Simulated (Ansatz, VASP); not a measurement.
## SiC: VASP beside Ansatz

```
Si C
1.0
     0.00000    2.02854    2.02854
     2.02854    0.00000    2.02854
     2.02854    2.02854    0.00000
Si C
1 1
Cartesian
  2.0285 2.0285 2.0285
  0.0000 0.0000 0.0000
```

Alike in both runs: functional PBE; k mesh 24 × 24 × 24; occupations gaussian, width 0.1 eV; no spin polarisation.

Ansatz relaxed the structure, and its values are those at the end. VASP's run is a single point on that final structure, the one shown.

```csv
,VASP,Ansatz
version,VASP 6.6.1,Ansatz 0.2.0
potentials or method,"VASP PAW PBE potentials, release 64 (Si, C), cutoff 520 eV","scalar-relativistic, plane waves, PAW"
valence electrons in the cell,8,8
```

```tsv
	VASP	Ansatz	Ansatz less VASP
gap on the k mesh at the Fermi level (eV)	none	none	-
pressure (GPa)	0.2	0.0	-0.19
```

A gap of «none» marks a metal or a gap that the smearing closes.
